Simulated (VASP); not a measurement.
# InAs (Fm-3m) in VASP: a series of runs, part 2 of 2

VASP 6.6.1. Earlier steps stand in the parts before.

**5. Single point, PBE**

INCAR reads:

```
SYSTEM = InAs
  PREC = Accurate
  ENCUT = 500
  EDIFF = 1E-6
  ISMEAR = 0
  SIGMA = 0.1
  LREAL = .False.
  LASPH = .True.
  NELM = 120
  ALGO = Normal
  ISIF = 2
  LWAVE = .False.
  LCHARG = .False.
  GGA = PE
  NBANDS = 16
  ISYM = 0
  GGA_COMPAT = .False.
```

KPOINTS reads:

```
regular mesh
0
Gamma
  3 2 5
  0 0 0
```

POSCAR reads:

```
InAs
1.0
    0.0000000000      2.8773040000      2.8773040000
    2.8773040000      0.0000000000      2.8773040000
    2.8773040000      2.8773040000      0.0000000000
In As
1 1
Direct
    0.5000000000      0.5000000000      0.5000000000
    0.0000000000      0.0000000000      0.0000000000
```

Potentials or basis: VASP PAW PBE potentials, release 64 (In_d, As).

Run with:

```
cat potpaw_PBE.64/In_d/POTCAR potpaw_PBE.64/As/POTCAR > POTCAR
mpirun -np 1 vasp_std > vasp.out
```

OUTCAR:

```text
SYSTEM = InAs
   PREC = Accurate
   ENCUT = 500
   EDIFF = 1E-6
   ISMEAR = 0
   LREAL = .False.
   LASPH = .True.
   NELM = 120
   ISIF = 2
   GGA = PE
   ISYM = 0

 ion  position               nearest neighbor table
   1  0.500  0.500  0.500-   2 2.88   2 2.88   2 2.88   2 2.88   2 2.88   2 2.88
   2  0.000  0.000  0.000-   1 2.88   1 2.88   1 2.88   1 2.88   1 2.88   1 2.88

IMPORTANT INFORMATION: All symmetrisations will be switched off!
NOSYMM: (Re-)initialisation of all symmetry stuff for point group C_1.

----------------------------------------------------------------------------------------

                                     Primitive cell

  volume of cell :      47.6417

  direct lattice vectors                    reciprocal lattice vectors
     0.000000000  2.877304000  2.877304000    -0.173773783  0.173773783  0.173773783
     2.877304000  0.000000000  2.877304000     0.173773783 -0.173773783  0.173773783
     2.877304000  2.877304000  0.000000000     0.173773783  0.173773783 -0.173773783

  length of vectors
     4.069122340  4.069122340  4.069122340     0.300985021  0.300985021  0.300985021

  position of ions in fractional coordinates (direct lattice)
     0.500000000  0.500000000  0.500000000
[... 142 lines left out ...]
 val. band max:        5.8250585244   @ k =   0.0000   0.0000   0.2000
 cond. band min:       5.9720604517   @ k =   0.3333   0.0000   0.0000
 fundamental gap:      0.1470019273
 Fermi energy:         5.9673783803

 k-point     1 :       0.0000    0.0000    0.0000
  band No.  band energies     occupation
      1      -8.3398      2.00000
      2      -8.3268      2.00000
      3      -8.3240      2.00000
      4      -8.2932      2.00000
      5      -8.2917      2.00000
      6      -6.1518      2.00000
[... 281 lines left out ...]
      3      -8.3003      2.00000
      4      -8.2773      2.00000
      5      -8.2347      2.00000
      6      -4.0393      2.00000
[... 8 lines left out ...]
     15      16.0273      0.00000
     16      18.6895      0.00000

------------------------ aborting loop because EDIFF is reached ----------------------------------------

  FORCE on cell =-STRESS in cart. coord.  units (eV):
  Direction    XX          YY          ZZ          XY          YZ          ZX
  --------------------------------------------------------------------------------------
  -------------------------------------------------------------------------------------
  Total        1.2860385     -0.4043123      1.3865899     -0.0291521      0.0851897      0.4158042
  in kB       43.2491234    -13.5969125     46.6306388     -0.9803783      2.8649054     13.9833819
  external PRESSURE =      25.4276166 kB  Pullay stress =       0.0000000 kB

 VOLUME and BASIS-vectors are now :
 -----------------------------------------------------------------------------
  energy-cutoff  :      500.00
  volume of cell :       47.64
      direct lattice vectors                 reciprocal lattice vectors
     0.000000000  2.877304000  2.877304000    -0.173773783  0.173773783  0.173773783
     2.877304000  0.000000000  2.877304000     0.173773783 -0.173773783  0.173773783
     2.877304000  2.877304000  0.000000000     0.173773783  0.173773783 -0.173773783

 POSITION                                       TOTAL-FORCE (eV/Angst)
 -----------------------------------------------------------------------------------
      2.87730      2.87730      2.87730         0.000003      0.000001     -0.000002
      0.00000      0.00000      0.00000        -0.000003     -0.000001      0.000002
 -----------------------------------------------------------------------------------
    total drift:                                0.000004      0.000004     -0.000005

  FREE ENERGIE OF THE ION-ELECTRON SYSTEM (eV)
  ---------------------------------------------------
  free  energy   TOTEN  =        -6.9410379022 eV

  energy  without entropy=       -6.9251921177  energy(sigma->0) =       -6.93311501
```

OSZICAR:

```text
N       E                     dE             d eps       ncg     rms          rms(c)
DAV:   1     0.998639397920E+02    0.99864E+02   -0.86757E+03   520   0.127E+03
DAV:   2    -0.123484868828E+01   -0.10110E+03   -0.97257E+02   576   0.288E+02
DAV:   3    -0.698616173531E+01   -0.57513E+01   -0.57100E+01   664   0.648E+01
DAV:   4    -0.710205980665E+01   -0.11590E+00   -0.11587E+00   600   0.100E+01
DAV:   5    -0.710811381445E+01   -0.60540E-02   -0.60539E-02   752   0.203E+00    0.362E+00
DAV:   6    -0.694789359946E+01    0.16022E+00   -0.26821E-01   752   0.824E+00    0.196E+00
DAV:   7    -0.694075005127E+01    0.71435E-02   -0.66607E-02   752   0.240E+00    0.613E-01
DAV:   8    -0.694118789398E+01   -0.43784E-03   -0.10140E-02   768   0.141E+00    0.169E-01
DAV:   9    -0.694096726124E+01    0.22063E-03   -0.16699E-03   768   0.603E-01    0.691E-02
DAV:  10    -0.694102821148E+01   -0.60950E-04   -0.15282E-04   616   0.894E-02    0.580E-02
DAV:  11    -0.694103909140E+01   -0.10880E-04   -0.29453E-05   720   0.514E-02    0.109E-02
DAV:  12    -0.694103787510E+01    0.12163E-05   -0.67214E-06   664   0.198E-02    0.209E-03
DAV:  13    -0.694103790219E+01   -0.27092E-07   -0.72047E-07   432   0.483E-03
   1 F= -.69410379E+01 E0= -.69331150E+01  d E =-.158458E-01
```

Wall time 9.5 s (1 thread of Intel Xeon 6975P-C (Granite Rapids), shared host); peak memory 0.17 GiB.

The run converged, but its numbers aren't listed here, since they failed a check.

Caveat: the k points lie up to 0.95 Å⁻¹ apart; spin-orbit coupling is left out, which moves the levels of the heavy elements.

**6. Relaxation of shape and atoms at fixed volume, PBE+D3(BJ)**

INCAR reads:

```
SYSTEM = InAs
PREC     = Accurate       ! precision mode
ENCUT    = 500            ! plane-wave cutoff, eV
EDIFF    = 1E-7           ! SCF threshold, eV
ISMEAR   = 0              ! smearing method
SIGMA    = 0.1            ! smearing width, eV
LREAL    = .FALSE.        ! projectors in reciprocal space
LASPH    = .TRUE.         ! aspherical terms in the spheres
NELM     = 120            ! most SCF steps
ALGO     = Normal         ! electronic algorithm
ISIF     = 4              ! what is computed and relaxed
LWAVE    = .FALSE.        ! write WAVECAR
LCHARG   = .FALSE.        ! write CHGCAR
GGA      = PE             ! functional
IVDW     = 12             ! dispersion correction
IBRION   = 2              ! ionic algorithm
NSW      = 30             ! ionic steps
EDIFFG   = -0.009         ! ionic threshold
ISYM     = 0            
GGA_COMPAT= .FALSE.      
NELMIN   = 4
```

KPOINTS reads:

```
Automatic mesh
0
Gamma
  2 2 2
  0.5 0.5 0
```

POSCAR is that of step 5.

Potentials or basis: VASP PAW PBE potentials, release 64 (In_d, As).

Run with:

```
cat potpaw_PBE.64/In_d/POTCAR potpaw_PBE.64/As/POTCAR > POTCAR
mpirun -np 1 vasp_std > vasp.out
```

Run time: 8.8 s. Hardware: 1 thread of Intel Xeon 6975P-C (Granite Rapids), shared host; peak memory 0.17 GiB.

It converged, with:

```yaml
Free_energy: -8.4256 eV
Pressure_after_relaxing: -4.2 GPa
Band_gap_on_the_k_mesh: 0.73 eV, indirect (least direct gap 1.96 eV)
Dispersion_energy_per_atom: -0.377 eV
```

Final structure:
```
CELL_PARAMETERS angstrom
0.00000 2.87730 2.87730
2.87730 0.00000 2.87730
2.87730 2.87730 0.00000
ATOMIC_POSITIONS crystal
In 0.50000 0.50000 0.50000
As 0.00000 0.00000 0.00000
```

Levels at points of the mesh, in eV from the valence-band top:
```
           k point  band 6  band 7  band 8  band 9  band 10  band 11  band 12  band 13
(0.25, 0.25, 0.00)  -11.09   -3.57   -1.28   -1.28     0.73     4.85     5.53     7.46
```

Caveat: the k points lie up to 0.95 Å⁻¹ apart in the final cell; the relaxation stopped at its first step, so nothing moved; spin-orbit coupling is left out, which moves the levels of the heavy elements. A k mesh can miss the band edges.

**7. The runs side by side**

```csv
task,level,U,cell,k mesh,LDAUTYPE,hund's J,gap on the mesh (eV),pressure (GPa)
single point,PBE,-,as given,4 × 4 × 4,-,-,none,0.8
single point,PBE+U,"In d U = 3.1 eV, J = 0.61 eV",as given,4 × 4 × 4,1,0.61,none,0.0
relaxation of shape and atoms at fixed volume,PBE+D3(BJ),-,relaxed,"2 × 2 × 2, shifted",-,-,0.73,-4.2
```

Alike in all rows: potentials or basis VASP PAW PBE potentials, release 64 (In_d, As); no spin polarisation; cutoff (eV) 500; smearing gaussian 0.1 eV.

Caveats: all runs use coarse meshes; spin-orbit coupling is left out, which moves the levels of the heavy elements; U without spin polarisation on a metal has little footing (some runs); the U is typed as a test and isn't derived for this compound (some runs); the relaxation stopped at its first step, so nothing moved (some runs).

Total energies depend on the potentials used, so only differences within one code and one set of settings carry meaning.
